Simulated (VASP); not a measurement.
# BeCd3S2 (Cmmm) in VASP: notebook

Runs on BeCd3S2. Level: PBE. Tasks: single point.

Everything below comes from runs of VASP 6.6.1. Logs are shortened: lines on timing, memory, paths and dates and some standing lists are left out, and cuts for length are marked.

## Step 1: The cell of the first run

Symmetry: Cmmm, No. 65, orthorhombic system. The conventional cell has a = 5.620 Å, b = 10.151 Å, c = 4.690 Å, α = 90.00°, β = 90.00°, γ = 90.00°. Within 4.3 Å of Be (site symmetry mmm) lie 10 Cd at 3.29 to 3.66 Å and 8 S at 3.73 Å. Within 3.8 Å of Cd (site symmetry mmm) lie 4 Cd at 2.90 Å and 4 S at 2.90 Å and 4 Be at 3.66 Å. Cd (site symmetry m2m) has 4 S at 2.86 Å and 5 Cd at 2.90 to 3.41 Å and 3 Be at 3.29 to 3.37 Å within 3.8 Å. S (site symmetry 2/m) has 2 S at 2.81 Å and 6 Cd at 2.86 to 2.90 Å and 4 Be at 3.73 Å within 3.8 Å.

The cell was built from a structure type or drawn by symmetry, and may not be a known phase.

## Step 2: Single point, PBE

File INCAR:

```
PREC = Accurate
ENCUT = 520
EDIFF = 1E-6
ISMEAR = 0
SIGMA = 0.1
LREAL = F
LASPH = T
NELM = 100
ALGO = Normal
ISIF = 2
LWAVE = F
LCHARG = T
GGA = PE
LELF = T
LVHAR = T
NBANDS = 34
```

File KPOINTS:

```
regular mesh
0
Gamma
  4 4 4
```

File POSCAR:

```
BeCd3S2
1.0
    2.8098285500     -5.0755582200      0.0000000000
    2.8098285500      5.0755582200      0.0000000000
    0.0000000000      0.0000000000      4.6896739600
Be Cd S
1 3 2
Direct
    0.0000000000      0.0000000000      0.0000000000
    0.5000000000      0.5000000000      0.5000000000
    0.6678789900      0.3321210100      0.0000000000
    0.3321210100      0.6678789900      0.0000000000
    0.5000000000      0.0000000000      0.5000000000
    0.0000000000      0.5000000000      0.5000000000
```

Potentials or basis: VASP PAW PBE potentials, release 64 (Be, Cd, S).

The run is started by

```
> cat potpaw_PBE.64/Be/POTCAR potpaw_PBE.64/Cd/POTCAR potpaw_PBE.64/S/POTCAR > POTCAR
> mpirun -np 1 vasp_std > vasp.out
```

OUTCAR:

```text
PREC = Accurate
   ENCUT = 520
   EDIFF = 1E-6
   ISMEAR = 0
   LREAL = F
   LASPH = T
   NELM = 100
   ISIF = 2
   GGA = PE

 ion  position               nearest neighbor table
   1  0.000  0.000  0.000-
   2  0.500  0.500  0.500-   3 2.90   4 2.90   3 2.90   4 2.90   5 2.90   6 2.90   5 2.90   6 2.90

   3  0.668  0.332  0.000-   5 2.86   6 2.86   5 2.86   6 2.86   2 2.90   2 2.90   4 3.27   4 3.27
                             4 3.41
   4  0.332  0.668  0.000-   5 2.86   6 2.86   5 2.86   6 2.86   2 2.90   2 2.90   3 3.27   3 3.27
                             3 3.41
   5  0.500  0.000  0.500-   3 2.86   4 2.86   3 2.86   4 2.86   2 2.90   2 2.90
   6  0.000  0.500  0.500-   3 2.86   4 2.86   3 2.86   4 2.86   2 2.90   2 2.90

  LATTYP: Found a base centered orthorhombic cell.
 ALAT       =     5.6196571000
 B/A-ratio  =     1.8063586905
 C/A-ratio  =     0.8345124759

  Lattice vectors:

 A1 = (   2.8098285500,  -5.0755582200,   0.0000000000)
 A2 = (   2.8098285500,   5.0755582200,   0.0000000000)
 A3 = (   0.0000000000,   0.0000000000,   4.6896739600)

Analysis of symmetry for initial positions (statically):
=====================================================================
 Subroutine PRICEL returns:
 Original cell was already a primitive cell.

 Routine SETGRP: Setting up the symmetry group for a
 base centered orthorhombic supercell.

 Subroutine GETGRP returns: Found  8 space group operations
 (whereof  8 operations were pure point group operations)
 out of a pool of  8 trial point group operations.

The static configuration has the point symmetry D_2h.

Analysis of symmetry for dynamics (positions and initial velocities):
=====================================================================
 Subroutine PRICEL returns:
 Original cell was already a primitive cell.

 Routine SETGRP: Setting up the symmetry group for a
 base centered orthorhombic supercell.

 Subroutine GETGRP returns: Found  8 space group operations
 (whereof  8 operations were pure point group operations)
 out of a pool of  8 trial point group operations.

The dynamic configuration has the point symmetry D_2h.

 Subroutine INISYM returns: Found  8 space group operations
 (whereof  8 operations are pure point group operations),
 and found     1 'primitive' translations

----------------------------------------------------------------------------------------

                                     Primitive cell

  volume of cell :     133.7631

  direct lattice vectors                    reciprocal lattice vectors
     2.809828550 -5.075558220  0.000000000     0.177946800 -0.098511332  0.000000000
     2.809828550  5.075558220  0.000000000     0.177946800  0.098511332  0.000000000
     0.000000000  0.000000000  4.689673960     0.000000000  0.000000000  0.213234440

  length of vectors
     5.801416010  5.801416010  4.689673960     0.203395050  0.203395050  0.213234440

  position of ions in fractional coordinates (direct lattice)
     0.000000000  0.000000000  0.000000000
     0.500000000  0.500000000  0.500000000
     0.667878990  0.332121010  0.000000000
     0.332121010  0.667878990  0.000000000
     0.500000000  0.000000000  0.500000000
     0.000000000  0.500000000  0.500000000

  ion indices of the primitive-cell ions
   primitive index   ion index
                 1           1
                 2           2
                 3           3
                 4           4
                 5           5
                 6           6

----------------------------------------------------------------------------------------

 KPOINTS: regular mesh

Automatic generation of k-mesh.
 Grid dimensions read from file:
 generate k-points for:    4    4    4

 Generating k-lattice:

  Cartesian coordinates                     Fractional coordinates (reciprocal lattice)
     0.044486700 -0.024627833  0.000000000     0.250000000  0.000000000  0.000000000
     0.044486700  0.024627833  0.000000000     0.000000000  0.250000000  0.000000000
     0.000000000  0.000000000  0.053308610     0.000000000  0.000000000  0.250000000

  Length of vectors
     0.050848762  0.050848762  0.053308610

  Shift w.r.t. Gamma in fractional coordinates (k-lattice)
     0.000000000  0.000000000  0.000000000

 Subroutine IBZKPT returns following result:
 ===========================================

 Found     21 irreducible k-points:

 Following reciprocal coordinates:
            Coordinates               Weight
  0.000000  0.000000  0.000000      1.000000
  0.250000  0.000000  0.000000      4.000000
  0.500000  0.000000  0.000000      2.000000
  0.250000  0.250000  0.000000      2.000000
  0.500000  0.250000  0.000000      4.000000
 -0.250000  0.250000  0.000000      2.000000
[... 13 lines left out ...]
 -0.250000  0.250000  0.500000      2.000000
  0.500000  0.500000  0.500000      1.000000
   k-points           NKPTS =     21   k-points in BZ     NKDIM =     21   number of bands    NBANDS=     34
   number of dos      NEDOS =    301   number of ions     NIONS =      6
   total plane-waves  NPLWV =  82944
   dimension x,y,z NGX =    48 NGY =   48 NGZ =   36
   dimension x,y,z NGXF=    96 NGYF=   96 NGZF=   72
   ions per type =               1   3   2
   NGX,Y,Z   is equivalent  to a cutoff of  13.75, 13.75, 12.76 a.u.
   NGXF,Y,Z  is equivalent  to a cutoff of  27.51, 27.51, 25.52 a.u.
 SYSTEM =  unknown system
   PREC   = accura    normal or accurate (medium, high low for compatibility)
   ISTART =      0    job   : 0-new  1-cont  2-samecut
   ICHARG =      2    charge: 1-file 2-atom 10-const
   ISPIN  =      1    spin polarized calculation?
   LNONCOLLINEAR =      F non collinear calculations
   LSORBIT =      F    spin-orbit coupling
   LASPH  =      T    aspherical Exc in radial PAW
   ENCUT  =  520.0 eV  38.22 Ry    6.18 a.u.  10.79 10.79  8.72*2*pi/ulx,y,z
   NELM   =    100;   NELMIN=  2; NELMDL= -5     # of ELM steps
   EDIFF  = 0.1E-05   stopping-criterion for ELM
   LREAL  =      F    real-space projection
   EDIFFG = 0.1E-04   stopping-criterion for IOM
   NSW    =      0    number of steps for IOM
   IBRION =     -1    ionic relax: 0-MD 1-quasi-New 2-CG
   NFREE  =      0    steps in history (QN), initial steepest desc. (CG)
   ISIF   =      2    stress and relaxation
   ISYM   =      2    0-nonsym 1-usesym 2-fastsym
   POTIM  = 0.5000    time-step for ionic-motion
   TEBEG  =    0.0;   TEEND  =   0.0 temperature during run
   PSTRESS=    0.0 pullay stress
   NELECT =      50.0000    total number of electrons
   NUPDOWN=      -1.0000    fix difference up-down
   EMIN   =  10.00;   EMAX   =-10.00  energy-range for DOS
   EFERMI =   0.00;   METHOD = LEGACY
   ISMEAR =     0;   SIGMA  =   0.10  broadening in eV -4-tet -1-fermi 0-gaus
   EFERMI_NEDOS =   21; number of points for ismear=-14 and -15
   IALGO  =     38    algorithm
   IMIX   =      4    mixing-type and parameters
     AMIX     =   0.40;   BMIX     =  1.00
     AMIX_MAG =   1.60;   BMIX_MAG =  1.00
  volume/ion in A,a.u.               =      22.29       150.45
  Fermi-wavevector in a.u.,A,eV,Ry     =   1.179287  2.228529 18.921856  1.390717
  Thomas-Fermi vector in A             =   2.315600
   LORBIT       =      0    0 simple, 1 ext, 2 COOP (PROOUT), +10 PAW based schemes
   GGA     = PE    functional components
   LHFCALC =     F    Hartree Fock is set to
   AEXX    =    0.0000 exact exchange contribution
   IVDW    =     0    specifies the selected vdW correction
   LEPSILON=     F    determine dielectric tensor
   LRPA    =     F    only Hartree local field effects (RPA)
 non-spin polarized calculation
 Gauss-broadening in eV      SIGMA  =   0.10
  energy-cutoff  :      520.00
  volume of cell :      133.76
 maximum number of plane-waves:      3633
 NGX is ok and might be reduce to    48
   NGX = 21   NGY = 21   NGZ = 17

 number of electron      50.0000003 magnetization

 Free energy of the ion-electron system (eV)
  ---------------------------------------------------
  ext. energy  EPLUGINS =         0.00000000
  ---------------------------------------------------
  free energy    TOTEN  =       -10.67522229 eV

  energy without entropy =      -10.66818715  energy(sigma->0) =      -10.67170472

 E-fermi :   2.8677     XC(G=0):  -9.7261

 val. band max:        2.8053808321   @ k =   0.5000   0.2500   0.5000
 cond. band min:       2.9476345101   @ k =   0.5000   0.2500   0.0000
 fundamental gap:      0.1422536781
 Fermi energy:         2.8677475156

 k-point     1 :       0.0000    0.0000    0.0000
  band No.  band energies     occupation
      1     -11.2698      2.00000
      2      -9.1307      2.00000
      3      -6.5852      2.00000
      4      -6.4031      2.00000
      5      -6.2774      2.00000
      6      -6.2665      2.00000
[... 26 lines left out ...]
     33       7.5091      0.00000
     34       7.6659      0.00000

 k-point     2 :       0.2500    0.0000    0.0000
  band No.  band energies     occupation
      1     -11.0344      2.00000
      2      -9.5646      2.00000
      3      -6.5874      2.00000
      4      -6.4301      2.00000
      5      -6.3653      2.00000
      6      -6.2847      2.00000
[... 26 lines left out ...]
     33       8.0161      0.00000
     34       8.1045      0.00000

 k-point     3 :       0.5000    0.0000    0.0000
  band No.  band energies     occupation
      1     -10.4403      2.00000
      2     -10.3327      2.00000
      3      -6.5903      2.00000
      4      -6.4576      2.00000
      5      -6.3888      2.00000
      6      -6.3124      2.00000
[... 26 lines left out ...]
     33       8.7781      0.00000
     34       9.2485      0.00000
[... 593 lines left out ...]
 k-point    20 :      -0.2500    0.2500    0.5000
  band No.  band energies     occupation
      1     -11.0026      2.00000
      2      -9.2437      2.00000
      3      -6.6222      2.00000
      4      -6.5321      2.00000
      5      -6.2570      2.00000
      6      -6.1311      2.00000
[... 26 lines left out ...]
     33       8.1297      0.00000
     34       8.2161      0.00000

 k-point    21 :       0.5000    0.5000    0.5000
  band No.  band energies     occupation
      1     -10.9458      2.00000
      2      -9.1982      2.00000
      3      -6.6668      2.00000
      4      -6.5628      2.00000
      5      -6.2979      2.00000
      6      -6.2913      2.00000
[... 26 lines left out ...]
     33       7.4271      0.00000
     34       8.2498      0.00000

------------------------ aborting loop because EDIFF is reached ----------------------------------------

  FORCE on cell =-STRESS in cart. coord.  units (eV):
  Direction    XX          YY          ZZ          XY          YZ          ZX
  --------------------------------------------------------------------------------------
  -------------------------------------------------------------------------------------
  Total        0.3973224     -0.5636907      2.9193615     -0.0000000      0.0000000      0.0000000
  in kB        4.7590186     -6.7517314     34.9673069     -0.0000000      0.0000000      0.0000000
  external PRESSURE =      10.9915314 kB  Pullay stress =       0.0000000 kB

 VOLUME and BASIS-vectors are now :
 -----------------------------------------------------------------------------
  energy-cutoff  :      520.00
  volume of cell :      133.76
      direct lattice vectors                 reciprocal lattice vectors
     2.809828550 -5.075558220  0.000000000     0.177946800 -0.098511332  0.000000000
     2.809828550  5.075558220  0.000000000     0.177946800  0.098511332  0.000000000
     0.000000000  0.000000000  4.689673960     0.000000000  0.000000000  0.213234440

 POSITION                                       TOTAL-FORCE (eV/Angst)
 -----------------------------------------------------------------------------------
      0.00000      0.00000      0.00000        -0.000000     -0.000000     -0.000000
      2.80983      0.00000      2.34484         0.000000     -0.000000     -0.000000
      2.80983     -1.70416      0.00000        -0.000000      0.118679     -0.000000
      2.80983      1.70416      0.00000        -0.000000     -0.118679      0.000000
      1.40491     -2.53778      2.34484        -0.000000     -0.000000     -0.000000
      1.40491      2.53778      2.34484        -0.000000      0.000000     -0.000000
 -----------------------------------------------------------------------------------
    total drift:                                0.000000      0.000000     -0.000000

  FREE ENERGIE OF THE ION-ELECTRON SYSTEM (eV)
  ---------------------------------------------------
  free  energy   TOTEN  =       -10.6752222893 eV

  energy  without entropy=      -10.6681871468  energy(sigma->0) =      -10.67170472
```

Run time: 46 s. Hardware: 1 thread of Intel Xeon 6975P-C (Granite Rapids), shared host; peak memory 0.31 GiB.

What came out:

```
Free energy            : -10.6752 eV
Pressure               : 1.1 GPa
Largest force          : 0.119 eV/Å
Band gap on the k mesh : zero (bands 25 and 26 overlap by 1.96 eV)
```

Forces on the atoms (eV/Å):
```
Be   0.000  0.000  0.000
Cd   0.000  0.000  0.000
Cd   0.000  0.119  0.000
Cd   0.000 -0.119  0.000
S    0.000  0.000  0.000
S    0.000  0.000  0.000
```

Stress tensor (GPa, compression positive):
```
 0.48  0.00  0.00
 0.00 -0.68  0.00
 0.00  0.00  3.50
```

## Step 3: Single point, PBE

This run uses another cell than the first one, of 22.88 Å³/atom.

File INCAR:

```
SYSTEM = BeCd3S2
  ALGO = Normal
  EDIFF = 1E-6
  ENCUT = 520
  GGA = PE
  ISIF = 2
  ISMEAR = 0
  LASPH = .True.
  LCHARG = .False.
  LREAL = .False.
  LWAVE = .False.
  NBANDS = 34
  NELM = 60
  PREC = Accurate
  SIGMA = 0.1
```

File KPOINTS:

```
k-points
0
Gamma
  8 8 8
  0 0 0
```

File POSCAR:

```
BeCd3S2
1.0
    2.4232515355     -4.4695528156      0.0000000000
    2.4232515355      4.4695528156      0.0000000000
    0.0000000000      0.0000000000      6.3369935869
Be Cd S
1 3 2
Direct
    0.0000000000      0.0000000000      0.0000000000
    0.5000000000      0.5000000000      0.5000000000
    0.6654509187      0.3345490813      0.0000000000
    0.3345490813      0.6654509187      0.0000000000
    0.5000000000      0.0000000000      0.5000000000
    0.0000000000      0.5000000000      0.5000000000
```

Potentials or basis: VASP PAW PBE potentials, release 64 (Be, Cd, S).

The run is started by

```
> cat potpaw_PBE.64/Be/POTCAR potpaw_PBE.64/Cd/POTCAR potpaw_PBE.64/S/POTCAR > POTCAR
> mpirun -np 1 vasp_std > vasp.out
```

It took 3.2 min on 1 thread of Intel Xeon 6975P-C (Granite Rapids), shared host; peak memory 0.55 GiB.

The run converged. Its results:

| Property | Result |
| --- | --- |
| Free energy | -11.9348 eV |
| Pressure | 0.2 GPa |
| Band gap on the k mesh | zero (bands 25 and 26 overlap by 2.53 eV) |

Stress tensor (GPa, compression positive):
```
0.18 0.00 0.00
0.00 0.43 0.00
0.00 0.00 0.08
```

Levels at points of the mesh, in eV from the Fermi level:
```
           k point  band 21  band 22  band 23  band 24  band 25  band 26  band 27  band 28  band 29  band 30
(0.00, 0.00, 0.00)    -4.39    -2.35    -1.13    -0.71     1.10     1.48     1.63     1.75     2.56     2.68
(0.50, 0.00, 0.00)    -3.42    -3.27    -2.78    -1.48    -1.25    -0.69     0.73     1.92     2.12     2.94
(0.50, 0.50, 0.00)    -3.90    -3.55    -0.69    -0.58    -0.16    -0.13     1.49     3.11     4.66     4.67
(0.00, 0.00, 0.50)    -2.82    -2.31    -1.96    -1.03     1.18     1.25     1.50     1.55     2.29     2.65
(0.50, 0.00, 0.50)    -4.07    -2.07    -1.64    -1.49    -1.26    -0.58     0.92     1.51     1.63     4.26
(0.50, 0.50, 0.50)    -4.56    -1.86    -1.56    -0.12     0.50     0.93     1.84     1.98     3.85     4.17
```

## Step 4: Single point, PBE

This run uses another cell than the first one, of 22.97 Å³/atom.

File INCAR:

```
SYSTEM = BeCd3S2
ALGO = Normal
EDIFF = 1E-6
ENCUT = 520
GGA = PE
ISIF = 2
ISMEAR = 0
LASPH = .TRUE.
LCHARG = .FALSE.
LREAL = .FALSE.
LWAVE = .FALSE.
NBANDS = 34
NELM = 100
PREC = Accurate
SIGMA = 0.1
```

File KPOINTS:

```
k-points
0
G
  10 10 6
  0 0 0
```

File POSCAR:

```
BeCd3S2
1.0
    2.4837891930     -4.3926705975      0.0000000000
    2.4837891930      4.3926705975      0.0000000000
    0.0000000000      0.0000000000      6.3169355581
Be Cd S
1 3 2
Direct
    0.0000000000      0.0000000000      0.0000000000
    0.5000000000      0.5000000000      0.5000000000
    0.6683422718      0.3316577282      0.0000000000
    0.3316577282      0.6683422718      0.0000000000
    0.5000000000      0.0000000000      0.5000000000
    0.0000000000      0.5000000000      0.5000000000
```

The run is started by

```
> cat potpaw_PBE.64/Be/POTCAR potpaw_PBE.64/Cd/POTCAR potpaw_PBE.64/S/POTCAR > POTCAR
> mpirun -np 1 vasp_std > vasp.out
```

Wall time 4.2 min (1 thread of Intel Xeon 6975P-C (Granite Rapids), shared host); peak memory 0.61 GiB.

The run converged. Its results:

| Property | Result |
| --- | --- |
| Free energy | -11.8948 eV |
| Pressure | 0.3 GPa |
| Largest force | 0.004 eV/Å |
| Band gap on the k mesh | zero (bands 25 and 26 overlap by 2.67 eV) |

Forces in eV/Å, atoms in the order of the input:
```
Be   0.000  0.000  0.000
Cd   0.000  0.000  0.000
Cd   0.000  0.004  0.000
Cd   0.000 -0.004  0.000
S    0.000  0.000  0.000
S    0.000  0.000  0.000
```

Stress tensor (GPa, compression positive):
```
0.19 0.00 0.00
0.00 0.50 0.00
0.00 0.00 0.08
```

Levels at points of the mesh, in eV from the Fermi level:
```
           k point  band 23  band 24  band 25  band 26  band 27  band 28
(0.00, 0.00, 0.00)    -0.90    -0.72     1.35     1.65     1.68     1.90
(0.50, 0.00, 0.00)    -2.61    -1.47    -1.23    -0.54     0.93     2.07
(0.50, 0.50, 0.00)    -0.71    -0.66    -0.04     0.02     1.17     2.98
(0.00, 0.00, 0.50)    -1.69    -1.07     1.26     1.44     1.53     1.77
(0.50, 0.00, 0.50)    -1.50    -1.46    -1.24    -0.49     1.10     1.65
(0.50, 0.50, 0.50)    -1.62    -0.03     0.51     0.60     2.11     2.17
```

## Step 5: The runs side by side

```csv
cell,k mesh,gap on the mesh (eV),pressure (GPa)
"a = 5.801, b = 5.801, c = 4.690 Å, angles 90.0, 90.0, 122.1°, 6 atoms, atomic positions A",4 × 4 × 4,none,1.1
"a = 5.084, b = 5.084, c = 6.337 Å, angles 90.0, 90.0, 123.1°, 6 atoms, atomic positions B",8 × 8 × 8,none,0.2
"a = 5.046, b = 5.046, c = 6.317 Å, angles 90.0, 90.0, 121.0°, 6 atoms, atomic positions A",10 × 10 × 6,none,0.3
```

Alike in all rows: task single point; level PBE; potentials or basis VASP PAW PBE potentials, release 64 (Be, Cd, S); no spin polarisation; cutoff (eV) 520; smearing gaussian 0.1 eV.

Total energies depend on the potentials used, so only differences within one code and one set of settings carry meaning.
